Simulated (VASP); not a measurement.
A run of VASP 6.6.1:

The input INCAR:

```
SYSTEM = SiC
PREC     = Accurate       ! precision mode
ENCUT    = 520            ! plane-wave cutoff, eV
EDIFF    = 1E-7           ! SCF threshold, eV
ISMEAR   = -1             ! smearing method
SIGMA    = 0.05           ! smearing width, eV
LREAL    = .FALSE.        ! projectors in reciprocal space
LASPH    = .TRUE.         ! aspherical terms in the spheres
NELM     = 100            ! most SCF steps
ALGO     = Normal         ! electronic algorithm
ISIF     = 2              ! what is computed and relaxed
LWAVE    = .FALSE.        ! write WAVECAR
LCHARG   = .TRUE.         ! write CHGCAR
GGA      = RE             ! functional
IVDW     = 13             ! dispersion correction
LELF     = .TRUE.         ! ELF
LVHAR    = .TRUE.       
NBANDS   = 16             ! bands
```

KPOINTS

```
Automatic mesh
0
G
  10 10 5
  0 0 0
```

Contents of POSCAR:

```
SiC
1.0
    3.1164783262      0.0000000000      0.0000000000
   -1.5582391631      2.6989494007      0.0000000000
    0.0000000000      0.0000000000      5.1144286705
Si C
2 2
Direct
    0.6666666667      0.3333333333      0.5000000000
    0.3333333333      0.6666666667      0.0000000000
    0.6666666667      0.3333333333      0.8850000000
    0.3333333333      0.6666666667      0.3850000000
```

Potentials or basis: VASP PAW PBE potentials, release 64 (Si, C).

Launch:

```bash
$ cat potpaw_PBE.64/Si/POTCAR potpaw_PBE.64/C/POTCAR > POTCAR
$ mpirun -np 1 vasp_std > vasp.out
```

Hardware: 1 thread of Intel(R) Xeon(R) 6975P-C (Granite Rapids), with other jobs on the host.

Q: How long does it take, and how much memory?

A: Wall time 10 s on 1 thread of Intel(R) Xeon(R) 6975P-C (Granite Rapids), with other jobs on the host, peak memory 0.16 GiB. Counts: scf iterations 14, k points 42.
